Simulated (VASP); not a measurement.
Input of a VASP 6.6.1 run:

Contents of POSCAR:

```
In
1.0
   -1.6641605451      1.6641605451      2.3706050300
    1.6641605451     -1.6641605451      2.3706050300
    1.6641605451      1.6641605451     -2.3706050300
In
1
Direct
    0.0000000000      0.0000000000      0.0000000000
```

Contents of INCAR.step1:

```
SYSTEM = In
ALGO     = Normal         ! electronic algorithm
EDIFF    = 1E-5           ! SCF threshold, eV
ENCUT    = 550            ! plane-wave cutoff, eV
GGA      = PE             ! functional
GGA_COMPAT= .False.      
ISMEAR   = -1             ! smearing method
LASPH    = .True.         ! aspherical terms in the spheres
LCHARG   = .False.        ! write CHGCAR
LREAL    = .False.        ! projectors in reciprocal space
LWAVE    = .True.         ! write WAVECAR
NBANDS   = 12             ! bands
NELM     = 120            ! most SCF steps
PREC     = Accurate       ! precision mode
SIGMA    = 0.02           ! smearing width, eV
```

The input INCAR.step2:

```
SYSTEM = In
ALGO     = Normal         ! electronic algorithm
EDIFF    = 1E-6           ! SCF threshold, eV
ENCUT    = 550            ! plane-wave cutoff, eV
GGA_COMPAT= .False.      
ISIF     = 2              ! what is computed and relaxed
ISMEAR   = -1             ! smearing method
ISTART   = 1            
LASPH    = .True.         ! aspherical terms in the spheres
LCHARG   = .False.        ! write CHGCAR
LMIXTAU  = .True.       
LREAL    = .False.        ! projectors in reciprocal space
LWAVE    = .False.        ! write WAVECAR
METAGGA  = R2SCAN         ! meta-GGA
NBANDS   = 12             ! bands
NELM     = 120            ! most SCF steps
PREC     = Accurate       ! precision mode
SIGMA    = 0.02           ! smearing width, eV
```

The input KPOINTS:

```
k-points
0
Gamma
  10 10 10
  0 0 0
```

Potentials or basis: VASP PAW PBE potentials, release 64 (In_d).

Command:

```bash
$ cat potpaw_PBE.64/In_d/POTCAR > POTCAR
$ cp INCAR.step1 INCAR
$ mpirun -np 1 vasp_std > vasp.out
$ cp INCAR.step2 INCAR
$ mpirun -np 1 vasp_std > vasp.out
```

(1) Predict the pressure.

(2) Estimate the band gap on the k mesh.

Answers

(1) 0.0 GPa.

(2) zero (an odd number of electrons rules out a gap without spin polarisation).

Caveat: the PAW data sets were made with another functional, which shifts forces and pressure a little; spin-orbit coupling is left out, which moves the levels of the heavy elements.
